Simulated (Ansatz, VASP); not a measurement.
## One calculation of ScAl3N4, two programs

```
Sc Al N
1.0
    -3.20859    0.00000    0.00000
     0.00000    5.60375   -0.00225
     1.60429   -2.79984   -5.03876
Sc Al N
1 3 4
Direct
  0.00946 0.34030 0.01893
  0.50439 0.84037 0.00878
  0.75766 0.42133 0.51532
  0.25115 0.92140 0.50230
  0.79730 0.12828 0.59459
  0.30162 0.63807 0.60325
  0.56169 0.21064 0.12339
  0.05272 0.73560 0.10545
```

Change from the starting cell: polar distortion scaled by 0.85.

Alike in both runs: task single point; functional PBEsol; k mesh 10 × 8 × 10; no spin polarisation.

|  | VASP | Ansatz |
| --- | --- | --- |
| version | VASP 6.6.1 | Ansatz 0.2.0 |
| potentials or method | VASP PAW PBE potentials, release 64 (Sc_sv, Al, N), cutoff 520 eV | scalar-relativistic, plane waves, PAW |
| occupations | gaussian, width 0.01 eV | fixed |
| valence electrons in the cell | 40 | 40 |

Ansatz gave:

```
gap on the k mesh at the Fermi level (eV)                     : 3.46
least direct gap on the mesh (eV)                             : 3.46
pressure (GPa)                                                : 0.2
traceless stress, the component that is largest in VASP (GPa) : -6.41
rms of the force components (eV/Å)                            : 0.436
```

Question: Which values does VASP return?

Answer: gap on the k mesh at the Fermi level (eV): 3.48; least direct gap on the mesh (eV): 3.48; pressure (GPa): 0.5; traceless stress, the component that is largest in VASP (GPa): -6.52; rms of the force components (eV/Å): 0.448.

VASP's potentials were made for PBE, not for PBEsol, and Ansatz warns of the same on its side. Atom by atom the forces differ by 0.022 eV/Å (rms over components).
